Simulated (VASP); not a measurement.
Wanted: the native input for a VASP 6.6.1 run.

```
Task                   : single point
Functional             : r2SCAN
Potentials or basis    : VASP PAW PBE potentials, release 64 (Os, F, In_d)
Cutoff                 : 520 eV
k mesh                 : 7 × 7 × 4
Occupations            : methfessel-paxton, width 0.0638 eV
Spin                   : no spin polarisation
Dipole correction      : no
Further INCAR settings : ALGO = Normal; EDIFF = 1e-06; NBANDS = 37
```

The system is InOsF.

```
CELL_PARAMETERS angstrom
3.69611 0.00000 0.00000
0.00000 3.69611 0.00000
0.00000 0.00000 6.71136
ATOMIC_POSITIONS crystal
Os 0.00000 0.50000 0.19500
Os 0.50000 0.00000 0.80500
F 0.00000 0.00000 0.00000
F 0.50000 0.50000 0.00000
In 0.00000 0.50000 0.65000
In 0.50000 0.00000 0.35000
```

One way to write it, as run:

POSCAR

```
InOsF
1.0
    3.6961120000      0.0000000000      0.0000000000
    0.0000000000      3.6961120000      0.0000000000
    0.0000000000      0.0000000000      6.7113610000
Os F In
2 2 2
Direct
    0.0000000000      0.5000000000      0.1950000000
    0.5000000000      0.0000000000      0.8050000000
    0.0000000000      0.0000000000      0.0000000000
    0.5000000000      0.5000000000      0.0000000000
    0.0000000000      0.5000000000      0.6500000000
    0.5000000000      0.0000000000      0.3500000000
```

INCAR.step1

```
SYSTEM = InOsF
ALGO = Normal ; EDIFF = 1E-4
ENCUT = 520 ; GGA = PE
ISMEAR = 1 ; LASPH = .True.
LCHARG = .False. ; LREAL = .False.
LWAVE = .True. ; NBANDS = 37
NELM = 100 ; PREC = Accurate
SIGMA = 0.0638
```

INCAR.step2

```
SYSTEM = InOsF
ALGO = Normal ; EDIFF = 1E-6
ENCUT = 520 ; ISIF = 2
ISMEAR = 1 ; ISTART = 1
LASPH = .True. ; LCHARG = .False.
LMIXTAU = .True. ; LREAL = .False.
LWAVE = .False. ; METAGGA = R2SCAN
NBANDS = 37 ; NELM = 100
PREC = Accurate ; SIGMA = 0.0638
```

KPOINTS

```
k-points
0
Gamma
  7 7 4
  0 0 0
```

Potentials or basis: VASP PAW PBE potentials, release 64 (Os, F, In_d).

Run with:

```bash
$ cat potpaw_PBE.64/Os/POTCAR potpaw_PBE.64/F/POTCAR potpaw_PBE.64/In_d/POTCAR > POTCAR
$ cp INCAR.step1 INCAR
$ mpirun -np 1 vasp_std > vasp.out
$ cp INCAR.step2 INCAR
$ mpirun -np 1 vasp_std > vasp.out
```

Results of the run:

```yaml
Pressure: 3.1 GPa
Largest_force: 3.097 eV/Å
Band_gap_on_the_k_mesh: zero (band 28 reaches 7.96 eV, above the bottom of band 29 at 7.29 eV)
```

Caveat: the PAW data sets were made with another functional, which shifts forces and pressure a little; spin-orbit coupling is left out, which moves the levels of the heavy elements.

Wall time 2.6 min on 1 thread of Intel(R) Xeon(R) 6975P-C (Granite Rapids), on a shared host, peak memory 0.25 GiB.
